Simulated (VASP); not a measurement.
Runs of VASP 6.6.1 on ZnB. The structure is that of space group P4/mmm (No. 123), or close to it. The cells are those of the table. 

```tsv
task	cell	k mesh	cutoff (eV)	gap on the mesh (eV)	pressure (GPa)	relaxed volume (Å³/atom)
single point	a = 2.517, b = 2.517, c = 3.346 Å, 2 atoms	6 × 6 × 6	520	none	0.4	-
relaxation of cell and atoms	relaxed from a = 2.809, b = 2.809, c = 3.281 Å, 2 atoms	6 × 6 × 6	600	none	-0.2	10.64
single point	a = 2.809, b = 2.809, c = 3.281 Å, 2 atoms	6 × 6 × 6	520	none	-13.0	-
single point	a = 2.505, b = 2.505, c = 3.393 Å, 2 atoms	22 × 22 × 16	520	none	0.4	-
relaxation of cell and atoms	relaxed from a = 2.517, b = 2.517, c = 3.346 Å, 2 atoms	22 × 22 × 16	600	none	-0.1	(a)
```

Alike in all rows: level PBE; potentials or basis VASP PAW PBE potentials, release 64 (Zn, B); no spin polarisation; smearing gaussian 0.1 eV.

Q: Fill in the values left out.

A: (a) 10.69.

Caveats: some runs use coarse meshes; the volume moved by over 15 % at a fixed basis, so the end points are rough (some runs).

A gap of «none» marks levels without a gap at the run's occupations.
